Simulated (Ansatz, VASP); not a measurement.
## One calculation of BN, two programs

```xyz
2
Lattice="0.0000 1.7753 1.7753 1.7753 0.0000 1.7753 1.7753 1.7753 0.0000" Properties=species:S:1:pos:R:3 pbc="T T T"
B     0.0000    0.0000    0.0000
N     0.8877    0.8877    0.8877
```

Alike in both runs: task single point; functional PBE; k mesh 12 × 12 × 12; occupations gaussian, width 0.02 eV; no spin polarisation.

|  | VASP | Ansatz |
| --- | --- | --- |
| version | VASP 6.6.1 | Ansatz 0.2.0 |
| potentials or method | VASP PAW PBE potentials, release 64 (B, N), cutoff 520 eV | scalar-relativistic, plane waves, PAW |
| valence electrons in the cell | 8 | 8 |

VASP gave:

```
gap on the k mesh at the Fermi level (eV) : 4.51
least direct gap on the mesh (eV)         : 9.08
pressure (GPa)                            : 26.2
```

**Question.** Estimate Ansatz's values.

**Answer.** gap on the k mesh at the Fermi level (eV): 4.53; least direct gap on the mesh (eV): 9.09; pressure (GPa): 25.8.
